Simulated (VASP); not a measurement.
Co:

```
CELL_PARAMETERS angstrom
2.50710 0.00000 0.00000
-1.25355 2.17121 0.00000
0.00000 0.00000 4.06860
ATOMIC_POSITIONS crystal
Co 0.33333 0.66667 0.25000
Co 0.66667 0.33333 0.75000
```

* Program: VASP 6.6.1
* Task: relaxation of cell and atoms
* Functional: LDA
* Potentials or basis: VASP PAW LDA potentials, release 64 (Co)
* Cutoff: 600 eV
* k mesh: 14 × 14 × 8
* Occupations: fermi-dirac, width 0.1 eV
* Spin: no spin polarisation

At the start: pressure -31.1 GPa; volume 11.07 Å³/atom.

Question: Where does the relaxation end?

Answer: Over 9 steps the energy falls by 163.9 meV/atom and the volume is 9.61 Å³/atom (-13.2 %); space group P6_3/mmc (No. 194, to 0.05 Å).

The path:
```tsv
step	energy change (eV)	largest force (eV/Å)	pressure (GPa)	volume (Å³)
1	0.0000	0.0000	-31.12	22.15
2	0.4403	0.0000	89.76	15.94
3	-0.3268	0.0000	-1.97	19.34
4	-0.3276	0.0000	-0.46	19.25
5	-0.3276	0.0000	0.40	19.19
6	-0.3277	0.0000	-0.55	19.25
7	-0.3278	0.0000	-0.34	19.24
8	-0.3278	0.0000	0.15	19.21
9	-0.3278	0.0000	0.00	19.22
```

Final structure:
```
Co
1.0
     2.39737    0.00000    0.00000
    -1.19868    2.07618    0.00000
     0.00000    0.00000    3.86097
Co
2
Cartesian
  0.0000 1.3841 0.9652
  1.1987 0.6921 2.8957
```

Caveat: the volume moved by -13 % from the deposited cell, more than functionals usually miss; the run has no spin polarisation, though such a crystal can be magnetic.
